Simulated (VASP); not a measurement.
# Pd (Fm-3m) in VASP: notebook

Pd is run at these levels: LDA; tasks: electric field gradients.

Everything below comes from runs of VASP 6.6.1. Logs are shortened: lines on timing, memory, paths and dates and some standing lists are left out, and cuts for length are marked.

### 1 The cell of the first run

Symmetry: Fm-3m, No. 225, cubic system. Conventional cell: a = 3.864 Å, b = 3.864 Å, c = 3.864 Å, α = 90.00°, β = 90.00°, γ = 90.00°. Within 3.6 Å of Pd (site symmetry m-3m) lie 12 Pd at 2.73 Å.

### 2 Electric field gradients, LDA (14.42 Å³/atom)

Contents of INCAR:

```
SYSTEM = Pd
  PREC = Accurate
  ENCUT = 520
  EDIFF = 1E-8
  ISMEAR = -1
  SIGMA = 0.05
  LREAL = .FALSE.
  LASPH = .TRUE.
  NELM = 80
  ALGO = Normal
  ISIF = 2
  LWAVE = .FALSE.
  LCHARG = .FALSE.
  LEFG = .TRUE.
  NBANDS = 11
```

Contents of KPOINTS:

```
regular mesh
0
G
  18 18 18
  0 0 0
```

Contents of POSCAR:

```
Pd
1.0
    0.0000000000      1.9318465866      1.9318465866
    1.9318465866      0.0000000000      1.9318465866
    1.9318465866      1.9318465866      0.0000000000
Pd
1
Direct
    0.0000000000      0.0000000000      0.0000000000
```

Potentials or basis: VASP PAW LDA potentials, release 64 (Pd).

Command:

```sh
$ cat potpaw_LDA.64/Pd/POTCAR > POTCAR
$ mpirun -np 1 vasp_std > vasp.out
```

OUTCAR:

```text
SYSTEM = Pd
   PREC = Accurate
   ENCUT = 520
   EDIFF = 1E-8
   ISMEAR = -1
   LREAL = .FALSE.
   LASPH = .TRUE.
   NELM = 80
   ISIF = 2

 ion  position               nearest neighbor table
   1  0.000  0.000  0.000-

  LATTYP: Found a face centered cubic cell.
 ALAT       =     3.8636931732

  Lattice vectors:

 A1 = (   0.0000000000,   1.9318465866,   1.9318465866)
 A2 = (   1.9318465866,   0.0000000000,   1.9318465866)
 A3 = (   1.9318465866,   1.9318465866,   0.0000000000)

Analysis of symmetry for initial positions (statically):
=====================================================================
 Subroutine PRICEL returns:
 Original cell was already a primitive cell.

 Routine SETGRP: Setting up the symmetry group for a
 face centered cubic supercell.

 Subroutine GETGRP returns: Found 48 space group operations
 (whereof 48 operations were pure point group operations)
 out of a pool of 48 trial point group operations.

The static configuration has the point symmetry O_h .

Analysis of symmetry for dynamics (positions and initial velocities):
=====================================================================
 Subroutine PRICEL returns:
 Original cell was already a primitive cell.

 Routine SETGRP: Setting up the symmetry group for a
 face centered cubic supercell.

 Subroutine GETGRP returns: Found 48 space group operations
 (whereof 48 operations were pure point group operations)
 out of a pool of 48 trial point group operations.

The dynamic configuration has the point symmetry O_h .

 Subroutine INISYM returns: Found 48 space group operations
 (whereof 48 operations are pure point group operations),
 and found     1 'primitive' translations

----------------------------------------------------------------------------------------

                                     Primitive cell

  volume of cell :      14.4194

  direct lattice vectors                    reciprocal lattice vectors
     0.000000000  1.931846587  1.931846587    -0.258819724  0.258819724  0.258819724
     1.931846587  0.000000000  1.931846587     0.258819724 -0.258819724  0.258819724
     1.931846587  1.931846587  0.000000000     0.258819724  0.258819724 -0.258819724

  length of vectors
     2.732043643  2.732043643  2.732043643     0.448288912  0.448288912  0.448288912

  position of ions in fractional coordinates (direct lattice)
     0.000000000  0.000000000  0.000000000

[... 119 lines left out ...]

  energy without entropy =       -6.48637859  energy(sigma->0) =       -6.49517415

 E-fermi :   9.9927     XC(G=0): -13.6561

 val. band max:        9.9916502813   @ k =   0.5000   0.1111   0.0000
 cond. band min:       9.9953183461   @ k =   0.4444   0.1667   0.0000
 fundamental gap:      0.0036680648
 Fermi energy:         9.9926872982

 k-point     1 :       0.0000    0.0000    0.0000
  band No.  band energies     occupation
      1       2.5706      2.00000
      2       7.0090      2.00000
      3       7.0090      2.00000
      4       7.0090      2.00000
      5       8.7173      2.00000
      6       8.7173      2.00000
      7      27.1235      0.00000
      8      31.9728      0.00000
      9      31.9728      0.00000
     10      31.9728      0.00000
     11      35.6784      0.00000
[... 309 lines left out ...]
 k-point    24 :      -0.2222    0.0556    0.0000
  band No.  band energies     occupation
      1       4.3142      2.00000
      2       6.7703      2.00000
      3       7.3519      2.00000
      4       7.3879      2.00000
      5       8.5834      2.00000
      6       9.1339      2.00000
      7      25.0421      0.00000
      8      28.2660      0.00000
      9      32.3437      0.00000
     10      34.6681      0.00000
     11      35.1282      0.00000

 [... further k-points ...]

------------------------ aborting loop because EDIFF is reached ----------------------------------------

  FORCE on cell =-STRESS in cart. coord.  units (eV):
  Direction    XX          YY          ZZ          XY          YZ          ZX
  --------------------------------------------------------------------------------------
  -------------------------------------------------------------------------------------
  Total       -0.3463957     -0.3463957     -0.3463957      0.0000000      0.0000000     -0.0000000
  in kB      -38.4888750    -38.4888750    -38.4888750      0.0000000      0.0000000     -0.0000000
  external PRESSURE =     -38.4888750 kB  Pullay stress =       0.0000000 kB

 VOLUME and BASIS-vectors are now :
 -----------------------------------------------------------------------------
  energy-cutoff  :      520.00
  volume of cell :       14.42
      direct lattice vectors                 reciprocal lattice vectors
     0.000000000  1.931846587  1.931846587    -0.258819724  0.258819724  0.258819724
     1.931846587  0.000000000  1.931846587     0.258819724 -0.258819724  0.258819724
     1.931846587  1.931846587  0.000000000     0.258819724  0.258819724 -0.258819724

 POSITION                                       TOTAL-FORCE (eV/Angst)
 -----------------------------------------------------------------------------------
      0.00000      0.00000      0.00000         0.000000     -0.000000     -0.000000
 -----------------------------------------------------------------------------------
    total drift:                                0.000000      0.000000      0.000000

  FREE ENERGIE OF THE ION-ELECTRON SYSTEM (eV)
  ---------------------------------------------------
  free  energy   TOTEN  =        -6.5039697026 eV

  energy  without entropy=       -6.4863785888  energy(sigma->0) =       -6.49517415

 Electric field gradients (V/A^2)
---------------------------------------------------------------------
 ion       V_xx      V_yy      V_zz      V_xy      V_xz      V_yz
---------------------------------------------------------------------
   1      -0.000     0.000     0.000     0.000     0.000     0.000
---------------------------------------------------------------------

 Electric field gradients after diagonalization (V/A^2)
 (convention: |V_zz| > |V_xx| > |V_yy|)
----------------------------------------------------------------------
 ion       V_xx      V_yy      V_zz     asymmetry (V_yy - V_xx)/ V_zz
----------------------------------------------------------------------
   1      -0.000    -0.000     0.000       0.000
----------------------------------------------------------------------

           NMR quadrupolar parameters

 Cq : quadrupolar parameter    Cq=e*Q*V_zz/h
 eta: asymmetry parameters     (V_yy - V_xx)/ V_zz
 Q  : nuclear electric quadrupole moment in mb (millibarn)
----------------------------------------------------------------------
 ion       Cq(MHz)       eta       Q (mb)
----------------------------------------------------------------------
   1       0.000       0.000       1.000
----------------------------------------------------------------------
```

Run time: 16 s. Hardware: 1 thread of Intel Xeon Platinum 8375C at 2.90GHz (Ice Lake), shared host; peak memory 0.14 GiB.

Results:

```yaml
Free_energy: -6.5040 eV
Pressure: -3.8 GPa
Band_gap_on_the_k_mesh: zero (bands 5 and 6 overlap by 1.65 eV)
Largest_electric_field_gradient_by_atom: zero within the noise of the run
```

Caveat: the cell stands under tension.

### 3 Electric field gradients, LDA (14.86 Å³/atom)

This run uses another cell than the first one, of 14.86 Å³/atom.

Contents of INCAR:

```
SYSTEM = Pd
PREC = Accurate
ENCUT = 520
EDIFF = 1E-8
ISMEAR = -1
SIGMA = 0.05
LREAL = .False.
LASPH = .True.
NELM = 80
ALGO = Normal
ISIF = 2
LWAVE = .False.
LCHARG = .False.
GGA = CA
LEFG = .True.
NBANDS = 11
```

Contents of KPOINTS:

```
Automatic mesh
0
Gamma
  18 18 18
  0 0 0
```

Contents of POSCAR:

```
Pd
1.0
    0.0000000000      1.9513615093      1.9513615093
    1.9513615093      0.0000000000      1.9513615093
    1.9513615093      1.9513615093      0.0000000000
Pd
1
Direct
    0.0000000000      0.0000000000      0.0000000000
```

Potentials or basis: VASP PAW LDA potentials, release 64 (Pd).

Command:

```sh
$ cat potpaw_LDA.64/Pd/POTCAR > POTCAR
$ mpirun -np 1 vasp_std > vasp.out
```

OUTCAR:

```text
SYSTEM = Pd
   PREC = Accurate
   ENCUT = 520
   EDIFF = 1E-8
   ISMEAR = -1
   LREAL = .False.
   LASPH = .True.
   NELM = 80
   ISIF = 2
   GGA = CA

 ion  position               nearest neighbor table
   1  0.000  0.000  0.000-

  LATTYP: Found a face centered cubic cell.
 ALAT       =     3.9027230186

  Lattice vectors:

 A1 = (   0.0000000000,   1.9513615093,   1.9513615093)
 A2 = (   1.9513615093,   0.0000000000,   1.9513615093)
 A3 = (   1.9513615093,   1.9513615093,   0.0000000000)

Analysis of symmetry for initial positions (statically):
=====================================================================
 Subroutine PRICEL returns:
 Original cell was already a primitive cell.

 Routine SETGRP: Setting up the symmetry group for a
 face centered cubic supercell.

[... 519 lines left out ...]
  external PRESSURE =     -95.4636975 kB  Pullay stress =       0.0000000 kB

 VOLUME and BASIS-vectors are now :
 -----------------------------------------------------------------------------
  energy-cutoff  :      520.00
  volume of cell :       14.86
      direct lattice vectors                 reciprocal lattice vectors
     0.000000000  1.951361509  1.951361509    -0.256231353  0.256231353  0.256231353
     1.951361509  0.000000000  1.951361509     0.256231353 -0.256231353  0.256231353
     1.951361509  1.951361509  0.000000000     0.256231353  0.256231353 -0.256231353

 POSITION                                       TOTAL-FORCE (eV/Angst)
 -----------------------------------------------------------------------------------
      0.00000      0.00000      0.00000         0.000000      0.000000      0.000000
 -----------------------------------------------------------------------------------
    total drift:                               -0.000000      0.000000      0.000000

  FREE ENERGIE OF THE ION-ELECTRON SYSTEM (eV)
  ---------------------------------------------------
  free  energy   TOTEN  =        -6.4855109029 eV

  energy  without entropy=       -6.4671563991  energy(sigma->0) =       -6.47633365

 Electric field gradients (V/A^2)
---------------------------------------------------------------------
 ion       V_xx      V_yy      V_zz      V_xy      V_xz      V_yz
---------------------------------------------------------------------
   1      -0.000    -0.000    -0.000    -0.000    -0.000    -0.000
---------------------------------------------------------------------

 Electric field gradients after diagonalization (V/A^2)
 (convention: |V_zz| > |V_xx| > |V_yy|)
----------------------------------------------------------------------
 ion       V_xx      V_yy      V_zz     asymmetry (V_yy - V_xx)/ V_zz
----------------------------------------------------------------------
   1       0.000     0.000    -0.001       0.000
----------------------------------------------------------------------

           NMR quadrupolar parameters

 Cq : quadrupolar parameter    Cq=e*Q*V_zz/h
 eta: asymmetry parameters     (V_yy - V_xx)/ V_zz
 Q  : nuclear electric quadrupole moment in mb (millibarn)
----------------------------------------------------------------------
 ion       Cq(MHz)       eta       Q (mb)
----------------------------------------------------------------------
   1      -0.000       0.000       1.000
----------------------------------------------------------------------
```

OSZICAR:

```text
N       E                     dE             d eps       ncg     rms          rms(c)
DAV:   1     0.411205976322E+02    0.41121E+02   -0.51791E+03  4330   0.853E+02
DAV:   2    -0.624276484525E+01   -0.47363E+02   -0.45824E+02  4823   0.182E+02
DAV:   3    -0.682261229754E+01   -0.57985E+00   -0.57784E+00  5222   0.215E+01
DAV:   4    -0.682519672057E+01   -0.25844E-02   -0.25840E-02  5191   0.149E+00
DAV:   5    -0.682522530464E+01   -0.28584E-04   -0.28583E-04  5620   0.141E-01    0.797E+00
DAV:   6    -0.650075972194E+01    0.32447E+00   -0.14114E+00  5307   0.950E+00    0.372E+00
DAV:   7    -0.649042996174E+01    0.10330E-01   -0.29244E-02  5596   0.100E+00    0.198E+00
DAV:   8    -0.648554025706E+01    0.48897E-02   -0.17138E-03  5332   0.420E-01    0.802E-02
DAV:   9    -0.648550806888E+01    0.32188E-04   -0.22976E-04  5910   0.125E-01    0.152E-02
DAV:  10    -0.648551103592E+01   -0.29670E-05   -0.37818E-06  5315   0.190E-02    0.101E-02
DAV:  11    -0.648551090117E+01    0.13475E-06   -0.57567E-08  5820   0.228E-03    0.886E-04
DAV:  12    -0.648551090290E+01   -0.17254E-08   -0.37669E-09  3742   0.327E-04
   1 F= -.64855109E+01 E0= -.64763337E+01  d E =-.183545E-01
```

Run time: 17 s. Hardware: 1 thread of Intel Xeon Platinum 8375C at 2.90GHz (Ice Lake), shared host; peak memory 0.15 GiB.

Results:

```
Free energy                             : -6.4855 eV
Pressure                                : -9.5 GPa
Band gap on the k mesh                  : zero (bands 5 and 6 overlap by 1.57 eV)
Largest electric field gradient by atom : zero within the noise of the run
```

Levels at points of the mesh, in eV from the Fermi level:
```
           k point  band 3  band 4  band 5  band 6  band 7  band 8
(0.00, 0.00, 0.00)   -2.84   -2.84   -1.21   -1.21   17.13   21.80
(0.50, 0.00, 0.00)   -2.88   -0.02   -0.02    0.95    7.18   16.50
(0.50, 0.50, 0.00)   -0.04    0.28    0.28    3.25   10.63   13.02
```

Caveat: the cell stands under tension.

(Part 1 of 2 ends here.)
